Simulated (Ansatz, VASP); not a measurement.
Si: VASP beside Ansatz

File INCAR:

```
SYSTEM = Si
ALGO     = Normal         ! electronic algorithm
EDIFF    = 1E-7           ! SCF threshold, eV
ENCUT    = 520            ! plane-wave cutoff, eV
GGA      = PE             ! functional
ISIF     = 2              ! what is computed and relaxed
ISMEAR   = 0              ! smearing method
LASPH    = .True.         ! aspherical terms in the spheres
LCHARG   = .True.         ! write CHGCAR
LELF     = .True.         ! ELF
LREAL    = .False.        ! projectors in reciprocal space
LVHAR    = .True.       
LWAVE    = .False.        ! write WAVECAR
NBANDS   = 26             ! bands
NELM     = 80             ! most SCF steps
PREC     = Accurate       ! precision mode
SIGMA    = 0.05           ! smearing width, eV
```

The input KPOINTS:

```
k-points
0
Gamma
  6 6 6
  0 0 0
```

Contents of POSCAR:

```
Si
1.0
    5.4697623842      0.0000000000      0.0000000000
    0.0000000000     -5.4697623842      0.0000000000
    0.0000000000      0.0000000000     -5.4697623842
Si
8
Direct
    0.5000000000      0.0000000000      0.0000000000
    0.0000000000      0.5000000000      0.0000000000
    0.0000000000      0.0000000000      0.5000000000
    0.5000000000      0.5000000000      0.5000000000
    0.7500000000      0.7500000000      0.7500000000
    0.2500000000      0.2500000000      0.7500000000
    0.2500000000      0.7500000000      0.2500000000
    0.7500000000      0.2500000000      0.2500000000
```

Input for Ansatz:

```yaml
crystal:
  lattice:
    - [5.4697623842, 0.0, 0.0]
    - [0.0, -5.4697623842, 0.0]
    - [0.0, 0.0, -5.4697623842]
  atoms:
    - { symbol: Si, position: [0.5, 0.0, 0.0] }
    - { symbol: Si, position: [0.0, 0.5, 0.0] }
    - { symbol: Si, position: [0.0, 0.0, 0.5] }
    - { symbol: Si, position: [0.5, 0.5, 0.5] }
    - { symbol: Si, position: [0.75, 0.75, 0.75] }
    - { symbol: Si, position: [0.25, 0.25, 0.75] }
    - { symbol: Si, position: [0.25, 0.75, 0.25] }
    - { symbol: Si, position: [0.75, 0.25, 0.25] }
basis:
  ecutwfc: 420
kpoints:
  mp_grid: { grid: [6, 6, 6] }
hamiltonian:
  xc: pbe
scf:
  occupations: { method: gaussian, width: 0.05 }
output:
  forces: true
  stress: true
  eigenvalues: true
  write_density: true
  write_potential: true
  elf: true
  volumetric_format: npy
```

Alike in both runs: task single point; functional PBE; k mesh 6 × 6 × 6; occupations gaussian, width 0.05 eV; no spin polarisation.

|  | VASP | Ansatz |
| --- | --- | --- |
| version | VASP 6.6.1 | Ansatz 0.2.0 |
| potentials or method | VASP PAW PBE potentials, release 64 (Si), cutoff 520 eV | scalar-relativistic, plane waves, PAW |
| valence electrons in the cell | 32 | 32 |

```tsv
	VASP	Ansatz	Ansatz less VASP
gap on the k mesh at the Fermi level (eV)	0.61	0.61	-0.002
least direct gap on the mesh (eV)	0.75	0.75	-0.002
pressure (GPa)	-0.1	0.0	+0.08
```
